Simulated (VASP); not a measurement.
# GaN in VASP: notebook

Runs on GaN. Level: LDA. Tasks: single point.

Program: VASP 6.6.1. These are calculated values, not measurements. Logs are shortened: lines on timing, memory, paths and dates and some standing lists are left out, and cuts for length are marked.

### 1 The cell of the first run

It takes space group Pmc2_1 (No. 26, orthorhombic). The conventional cell has a = 3.152 Å, b = 5.459 Å, c = 5.138 Å, α = 90.00°, β = 90.00°, γ = 90.00°. Ga (site symmetry m) has 4 N at 1.89 to 2.04 Å within 2.5 Å. Ga (site symmetry m) has 4 N at 1.87 to 2.01 Å within 2.5 Å. Within 2.5 Å of N (site symmetry m) lie 4 Ga at 1.91 to 2.04 Å. Within 2.5 Å of N (site symmetry m) lie 4 Ga at 1.87 to 2.01 Å.

### 2 Single point, LDA (atoms displaced along a vibrational mode)

Contents of INCAR:

```
  PREC = Accurate
  ENCUT = 520
  EDIFF = 1E-6
  ISMEAR = 0
  SIGMA = 0.05
  LREAL = False
  LASPH = True
  NELM = 80
  ALGO = Normal
  ISIF = 2
  LWAVE = False
  LCHARG = True
  LELF = True
  LVHAR = True
  NBANDS = 46
```

Contents of KPOINTS:

```
regular mesh
0
Gamma
  8 6 6
```

Contents of POSCAR:

```
GaN
1.0
   -3.1515767111      0.0000000000      0.0000000000
    0.0000000000      0.0000000000     -5.1382481593
    0.0000000000     -5.4586909876      0.0000000000
Ga N
4 4
Direct
    0.5000000000      0.0056125173      0.1718830841
    0.0000000000      0.0014826463      0.6614452976
    0.0000000000      0.5014826463      0.3385547024
    0.5000000000      0.5056125173      0.8281169159
    0.5000000000      0.6091722722      0.1674064876
    0.0000000000      0.6110887344      0.6658963936
    0.0000000000      0.1110887344      0.3341036064
    0.5000000000      0.1091722722      0.8325935124
```

Potentials or basis: VASP PAW LDA potentials, release 64 (Ga_d, N).

Started as:

```
cat potpaw_LDA.64/Ga_d/POTCAR potpaw_LDA.64/N/POTCAR > POTCAR
mpirun -np 1 vasp_std > vasp.out
```

OUTCAR:

```text
PREC = Accurate
   ENCUT = 520
   EDIFF = 1E-6
   ISMEAR = 0
   LREAL = False
   LASPH = True
   NELM = 80
   ISIF = 2

 ion  position               nearest neighbor table
   1  0.500  0.006  0.172-   7 1.89   7 1.89   8 1.93   5 2.04
   2  0.000  0.001  0.661-   7 1.87   8 1.91   8 1.91   6 2.01
   3  0.000  0.501  0.339-   6 1.87   5 1.91   5 1.91   7 2.01
   4  0.500  0.506  0.828-   6 1.89   6 1.89   5 1.93   8 2.04
   5  0.500  0.609  0.167-   3 1.91   3 1.91   4 1.93   1 2.04
   6  0.000  0.611  0.666-   3 1.87   4 1.89   4 1.89   2 2.01
   7  0.000  0.111  0.334-   2 1.87   1 1.89   1 1.89   3 2.01
   8  0.500  0.109  0.833-   2 1.91   2 1.91   1 1.93   4 2.04

  LATTYP: Found a simple orthorhombic cell.
 ALAT       =     3.1515767111
 B/A-ratio  =     1.6303738193
 C/A-ratio  =     1.7320508076

  Lattice vectors:

 A1 = (  -3.1515767111,   0.0000000000,   0.0000000000)
 A2 = (   0.0000000000,   0.0000000000,  -5.1382481593)
 A3 = (   0.0000000000,  -5.4586909876,   0.0000000000)

Analysis of symmetry for initial positions (statically):
=====================================================================
 Subroutine PRICEL returns:
 Original cell was already a primitive cell.

 Routine SETGRP: Setting up the symmetry group for a
 simple orthorhombic supercell.

 Subroutine GETGRP returns: Found  4 space group operations
 (whereof  2 operations were pure point group operations)
 out of a pool of  8 trial point group operations.

The static configuration has the point symmetry C_1h.
 The point group associated with its full space group is C_2v.

Analysis of symmetry for dynamics (positions and initial velocities):
=====================================================================
 Subroutine PRICEL returns:
 Original cell was already a primitive cell.

 Routine SETGRP: Setting up the symmetry group for a
 simple orthorhombic supercell.

 Subroutine GETGRP returns: Found  4 space group operations
 (whereof  2 operations were pure point group operations)
 out of a pool of  8 trial point group operations.

The dynamic configuration has the point symmetry C_1h.
 The point group associated with its full space group is C_2v.

 Subroutine INISYM returns: Found  4 space group operations
 (whereof  2 operations are pure point group operations),
 and found     1 'primitive' translations

----------------------------------------------------------------------------------------

                                     Primitive cell

  volume of cell :      88.3958

  direct lattice vectors                    reciprocal lattice vectors
    -3.151576711  0.000000000  0.000000000    -0.317301494  0.000000000  0.000000000
     0.000000000  0.000000000 -5.138248159     0.000000000  0.000000000 -0.194618860
     0.000000000 -5.458690988  0.000000000     0.000000000 -0.183194103  0.000000000

  length of vectors
     3.151576711  5.138248159  5.458690988     0.317301494  0.194618860  0.183194103

  position of ions in fractional coordinates (direct lattice)
     0.500000000  0.005612517  0.171883084
     0.000000000  0.001482646  0.661445298
     0.000000000  0.501482646  0.338554702
     0.500000000  0.505612517  0.828116916
     0.500000000  0.609172272  0.167406488
     0.000000000  0.611088734  0.665896394
     0.000000000  0.111088734  0.334103606
     0.500000000  0.109172272  0.832593512

  ion indices of the primitive-cell ions
   primitive index   ion index
                 1           1
                 2           2
                 3           3
                 4           4
                 5           5
                 6           6
                 7           7
                 8           8

----------------------------------------------------------------------------------------

 KPOINTS: regular mesh

Automatic generation of k-mesh.
 Grid dimensions read from file:
 generate k-points for:    8    6    6

 Generating k-lattice:

  Cartesian coordinates                     Fractional coordinates (reciprocal lattice)
    -0.039662687  0.000000000  0.000000000     0.125000000  0.000000000  0.000000000
     0.000000000  0.000000000 -0.032436477     0.000000000  0.166666667  0.000000000
     0.000000000 -0.030532351  0.000000000     0.000000000  0.000000000  0.166666667

  Length of vectors
     0.039662687  0.032436477  0.030532351

  Shift w.r.t. Gamma in fractional coordinates (k-lattice)
     0.000000000  0.000000000  0.000000000

 Subroutine IBZKPT returns following result:
 ===========================================

 Found     80 irreducible k-points:

 Following reciprocal coordinates:
            Coordinates               Weight
  0.000000  0.000000  0.000000      1.000000
  0.125000  0.000000  0.000000      2.000000
  0.250000  0.000000  0.000000      2.000000
  0.375000  0.000000  0.000000      2.000000
  0.500000  0.000000  0.000000      1.000000
  0.000000  0.166667  0.000000      2.000000
[... 16 lines left out ...]
  0.250000  0.000000  0.166667      4.000000
  0.375000  0.000000  0.166667      4.000000
 [... further k-points ...]
   k-points           NKPTS =     80   k-points in BZ     NKDIM =     80   number of bands    NBANDS=     46
   number of dos      NEDOS =    301   number of ions     NIONS =      8
   total plane-waves  NPLWV =  40320
   dimension x,y,z NGX =    24 NGY =   40 NGZ =   42
   dimension x,y,z NGXF=    48 NGYF=   80 NGZF=   84
   ions per type =               4   4
   NGX,Y,Z   is equivalent  to a cutoff of  12.66, 12.94, 12.79 a.u.
   NGXF,Y,Z  is equivalent  to a cutoff of  25.32, 25.88, 25.58 a.u.
 SYSTEM =  unknown system
   PREC   = accura    normal or accurate (medium, high low for compatibility)
   ISTART =      0    job   : 0-new  1-cont  2-samecut
   ICHARG =      2    charge: 1-file 2-atom 10-const
   ISPIN  =      1    spin polarized calculation?
   LNONCOLLINEAR =      F non collinear calculations
   LSORBIT =      F    spin-orbit coupling
   LASPH  =      T    aspherical Exc in radial PAW
   ENCUT  =  520.0 eV  38.22 Ry    6.18 a.u.   5.86  9.55 10.15*2*pi/ulx,y,z
   NELM   =     80;   NELMIN=  2; NELMDL= -5     # of ELM steps
   EDIFF  = 0.1E-05   stopping-criterion for ELM
   LREAL  =      F    real-space projection
   EDIFFG = 0.1E-04   stopping-criterion for IOM
   NSW    =      0    number of steps for IOM
   IBRION =     -1    ionic relax: 0-MD 1-quasi-New 2-CG
   NFREE  =      0    steps in history (QN), initial steepest desc. (CG)
   ISIF   =      2    stress and relaxation
   ISYM   =      2    0-nonsym 1-usesym 2-fastsym
   POTIM  = 0.5000    time-step for ionic-motion
   TEBEG  =    0.0;   TEEND  =   0.0 temperature during run
   PSTRESS=    0.0 pullay stress
   NELECT =      72.0000    total number of electrons
   NUPDOWN=      -1.0000    fix difference up-down
   EMIN   =  10.00;   EMAX   =-10.00  energy-range for DOS
   EFERMI =   0.00;   METHOD = LEGACY
   ISMEAR =     0;   SIGMA  =   0.05  broadening in eV -4-tet -1-fermi 0-gaus
   EFERMI_NEDOS =   21; number of points for ismear=-14 and -15
   IALGO  =     38    algorithm
   IMIX   =      4    mixing-type and parameters
     AMIX     =   0.40;   BMIX     =  1.00
     AMIX_MAG =   1.60;   BMIX_MAG =  1.00
  volume/ion in A,a.u.               =      11.05        74.57
  Fermi-wavevector in a.u.,A,eV,Ry     =   1.528886  2.889176 31.803525  2.337493
  Thomas-Fermi vector in A             =   2.636583
   LORBIT       =      0    0 simple, 1 ext, 2 COOP (PROOUT), +10 PAW based schemes
   GGA     = CA    functional components
   LHFCALC =     F    Hartree Fock is set to
   AEXX    =    0.0000 exact exchange contribution
   IVDW    =     0    specifies the selected vdW correction
   LEPSILON=     F    determine dielectric tensor
   LRPA    =     F    only Hartree local field effects (RPA)
 non-spin polarized calculation
 Gauss-broadening in eV      SIGMA  =   0.05
  energy-cutoff  :      520.00
  volume of cell :       88.40
 maximum number of plane-waves:      2408
 NGX is ok and might be reduce to    24
   NGX = 11   NGY = 19   NGZ = 21

 number of electron      71.9999981 magnetization

 Free energy of the ion-electron system (eV)
  ---------------------------------------------------
  ext. energy  EPLUGINS =         0.00000000
  ---------------------------------------------------
  free energy    TOTEN  =       -55.60223136 eV

  energy without entropy =      -55.60223136  energy(sigma->0) =      -55.60223136

 E-fermi :   5.7842     XC(G=0): -12.2962

 val. band max:        5.5550487407   @ k =   0.0000   0.0000   0.0000
 cond. band min:       7.6082770965   @ k =   0.0000   0.0000   0.0000
 fundamental gap:      2.0532283559
 Fermi energy:         5.7842052537

 k-point     1 :       0.0000    0.0000    0.0000
  band No.  band energies     occupation
      1     -10.7679      2.00000
      2      -9.9522      2.00000
      3      -9.5969      2.00000
      4      -9.5443      2.00000
      5      -8.1694      2.00000
      6      -8.1668      2.00000
[... 38 lines left out ...]
     45      15.3347      0.00000
     46      15.5646      0.00000

 k-point     2 :       0.1250    0.0000    0.0000
  band No.  band energies     occupation
      1     -10.6455      2.00000
      2      -9.9130      2.00000
      3      -9.5640      2.00000
      4      -9.5393      2.00000
      5      -8.1595      2.00000
      6      -8.1471      2.00000
[... 38 lines left out ...]
     45      15.4570      0.00000
     46      15.4728      0.00000

 k-point     3 :       0.2500    0.0000    0.0000
  band No.  band energies     occupation
      1     -10.3403      2.00000
      2      -9.8281      2.00000
      3      -9.5332      2.00000
      4      -9.4956      2.00000
      5      -8.1316      2.00000
      6      -8.1135      2.00000
[... 38 lines left out ...]
     45      14.9617      0.00000
     46      15.2197      0.00000

 k-point     4 :       0.3750    0.0000    0.0000
  band No.  band energies     occupation
      1     -10.0344      2.00000
      2      -9.7581      2.00000
      3      -9.5358      2.00000
      4      -9.4431      2.00000
      5      -8.1328      2.00000
      6      -8.0931      2.00000
[... 920 lines left out ...]
     45      15.1817      0.00000
     46      15.8762      0.00000

 k-point    23 :       0.2500    0.0000    0.1667
  band No.  band energies     occupation
      1     -10.2948      2.00000
      2      -9.8333      2.00000
      3      -9.5550      2.00000
      4      -9.4857      2.00000
      5      -8.1265      2.00000
      6      -8.1092      2.00000
[... 38 lines left out ...]
     45      14.8247      0.00000
     46      15.3964      0.00000

 k-point    24 :       0.3750    0.0000    0.1667
  band No.  band energies     occupation
      1     -10.0201      2.00000
      2      -9.7603      2.00000
      3      -9.5467      2.00000
      4      -9.4407      2.00000
      5      -8.1249      2.00000
      6      -8.0853      2.00000
[... 38 lines left out ...]
     45      14.9602      0.00000
     46      15.1516      0.00000

 [... further k-points ...]

------------------------ aborting loop because EDIFF is reached ----------------------------------------

  FORCE on cell =-STRESS in cart. coord.  units (eV):
  Direction    XX          YY          ZZ          XY          YZ          ZX
  --------------------------------------------------------------------------------------
  -------------------------------------------------------------------------------------
  Total        2.8828246      2.9176462     -2.0299501      0.0000000      0.0000000      0.0000000
  in kB       52.2513282     52.8824715    -36.7929381      0.0000000      0.0000000      0.0000000
  external PRESSURE =      22.7802872 kB  Pullay stress =       0.0000000 kB

 VOLUME and BASIS-vectors are now :
 -----------------------------------------------------------------------------
  energy-cutoff  :      520.00
  volume of cell :       88.40
      direct lattice vectors                 reciprocal lattice vectors
    -3.151576711  0.000000000  0.000000000    -0.317301494  0.000000000  0.000000000
     0.000000000  0.000000000 -5.138248159     0.000000000  0.000000000 -0.194618860
     0.000000000 -5.458690988  0.000000000     0.000000000 -0.183194103  0.000000000

 POSITION                                       TOTAL-FORCE (eV/Angst)
 -----------------------------------------------------------------------------------
     -1.57579     -0.93826     -0.02884         0.000000      0.813132      1.076855
      0.00000     -3.61063     -0.00762         0.000000     -0.853839      0.673947
      0.00000     -1.84807     -2.57674         0.000000      0.853839      0.673947
     -1.57579     -4.52043     -2.59796         0.000000     -0.813132      1.076855
     -1.57579     -0.91382     -3.13008         0.000000      0.030294     -0.822658
      0.00000     -3.63492     -3.13993         0.000000     -0.081548     -0.928144
      0.00000     -1.82377     -0.57080         0.000000      0.081548     -0.928144
     -1.57579     -4.54487     -0.56095         0.000000     -0.030294     -0.822658
 -----------------------------------------------------------------------------------
    total drift:                               -0.000000      0.000004     -0.000205

  FREE ENERGIE OF THE ION-ELECTRON SYSTEM (eV)
  ---------------------------------------------------
  free  energy   TOTEN  =       -55.6022313593 eV

  energy  without entropy=      -55.6022313593  energy(sigma->0) =      -55.60223136
```

Wall time 2.5 min (1 thread of AMD EPYC 9R45 (Zen 5), shared host); peak memory 0.3 GiB.

What came out:

```yaml
Free_energy: -55.6022 eV
Pressure: 2.3 GPa
Largest_force: 1.349 eV/Å
Band_gap_on_the_k_mesh: 2.05 eV
```

Forces on the atoms (eV/Å):
```
Ga   0.000  0.813  1.077
Ga   0.000 -0.854  0.674
Ga   0.000  0.854  0.674
Ga   0.000 -0.813  1.077
N    0.000  0.030 -0.823
N    0.000 -0.082 -0.928
N    0.000  0.082 -0.928
N    0.000 -0.030 -0.823
```

Stress tensor (GPa, compression positive):
```
 5.23  0.00  0.00
 0.00  5.29  0.00
 0.00  0.00 -3.68
```

Levels at points of the mesh, in eV from the valence-band top:
| k point | band 32 | band 33 | band 34 | band 35 | band 36 | band 37 | band 38 | band 39 | band 40 | band 41 |
| --- | --- | --- | --- | --- | --- | --- | --- | --- | --- | --- |
| (0.00, 0.00, 0.00) | -1.19 | -1.09 | -0.20 | -0.19 | 0.00 | 2.05 | 4.13 | 4.83 | 5.58 | 5.94 |
| (0.50, 0.00, 0.00) | -4.09 | -2.59 | -2.54 | -1.99 | -1.76 | 5.67 | 6.00 | 6.61 | 6.75 | 7.64 |
| (0.00, 0.50, 0.00) | -1.90 | -0.70 | -0.70 | -0.69 | -0.69 | 4.25 | 4.25 | 4.39 | 4.39 | 7.47 |
| (0.50, 0.50, 0.00) | -3.78 | -1.80 | -1.80 | -1.56 | -1.56 | 5.65 | 5.65 | 5.84 | 5.84 | 7.95 |
| (0.00, 0.00, 0.50) | -2.17 | -0.86 | -0.72 | -0.69 | -0.60 | 4.22 | 4.39 | 5.77 | 5.83 | 7.28 |
| (0.50, 0.00, 0.50) | -2.99 | -2.24 | -2.10 | -1.45 | -1.34 | 4.68 | 4.98 | 5.49 | 5.66 | 5.81 |
| (0.00, 0.50, 0.50) | -2.13 | -1.76 | -1.76 | -1.37 | -1.37 | 5.12 | 5.12 | 5.34 | 5.34 | 7.45 |
| (0.50, 0.50, 0.50) | -2.24 | -2.02 | -2.02 | -1.78 | -1.78 | 4.20 | 4.20 | 4.48 | 4.48 | 7.38 |

Caveat: the cell differs from its parent crystal (atoms displaced along a vibrational mode); forces of over 1 eV/Å act on the atoms, so gaps and moduli don't describe the material at rest.

(Continued in part 2 of 2.)
